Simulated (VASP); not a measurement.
**Al2Pt: relaxation of cell and atoms with PBE**

Crystal: Al2Pt.

```
Al Pt
1.0
     2.89999    0.00000    0.00000
     0.00000    2.89999    0.00000
     0.00000    0.00000    5.97952
Al Pt
2 1
Direct
  0.00000 0.00000 0.73916
  0.50000 0.50000 0.06898
  0.50000 0.50000 0.48326
```

| Item | Value |
| --- | --- |
| Program | VASP 6.6.1 |
| Task | relaxation of cell and atoms |
| Functional | PBE |
| Potentials or basis | VASP PAW PBE potentials, release 64 (Al, Pt) |
| Cutoff | 600 eV |
| k mesh | 16 × 16 × 8 |
| Occupations | gaussian, width 0.1 eV |
| Spin | no spin polarisation |
| Dipole correction | no |
| Further INCAR settings | ALGO = Fast; EDIFF = 1e-06; IBRION = 2; EDIFFG = -0.01; NSW = 100; ISIF = 3 |

The relaxed volume is 16.74 Å³/atom and the relaxed cell is a = 2.887 Å, b = 2.887 Å, c = 6.023 Å, α = 90.00°, β = 90.00°, γ = 90.00°. The space group after relaxing (to 0.05 Å) is P4mm (No. 99). The energy gained by relaxing is 0.5 meV/atom. The ionic steps are 6. The pressure after relaxing is 0.0 GPa and the largest force after relaxing is 0.007 eV/Å. The band gap on the k mesh is zero (band 8 reaches 9.65 eV, above the bottom of band 9 at 7.03 eV).

Forces on the atoms (eV/Å):
```
Al   0.000  0.000 -0.007
Al   0.000  0.000  0.004
Pt   0.000  0.000  0.003
```

Step by step:
```
step  energy change (eV)  largest force (eV/Å)  pressure (GPa)  volume (Å³)
   1              0.0000                0.0485            0.14        50.29
   2             -0.0010                0.0464           -0.28        50.40
   3             -0.0010                0.0553           -0.38        50.42
   4             -0.0015                0.0413            0.11        50.18
   5             -0.0015                0.0430            0.11        50.19
   6             -0.0016                0.0074            0.02        50.21
```

Final structure:
```xyz
3
Lattice="2.8873 0.0000 0.0000 0.0000 2.8873 0.0000 0.0000 0.0000 6.0226" Properties=species:S:1:pos:R:3 pbc="T T T"
Al    2.8873    0.0000    4.4548
Al    1.4437    1.4437    0.4214
Pt    1.4437    1.4437    2.9014
```

Levels at points of the mesh, in eV from the Fermi level:
```
           k point  band 6  band 7  band 8  band 9  band 10  band 11
(0.00, 0.00, 0.00)   -2.58   -2.58   -1.38    6.21     6.26     6.26
(0.50, 0.00, 0.00)   -2.27   -2.10   -1.54   -0.98     1.43     2.38
(0.50, 0.50, 0.00)   -1.76   -0.18    0.29    0.85     2.89     3.09
(0.00, 0.00, 0.50)   -2.59   -1.38   -0.62    1.88     6.24     6.89
(0.50, 0.00, 0.50)   -2.89   -2.69   -2.28    0.64     3.19     3.63
(0.50, 0.50, 0.50)   -0.52   -0.52   -0.18    0.01     0.54     0.54
```

It took 4.3 min on 1 thread of Intel Xeon 6975P-C, with other jobs on the host, peak memory 0.32 GiB.

Caveat: spin-orbit coupling is left out, which moves the levels of the heavy elements.
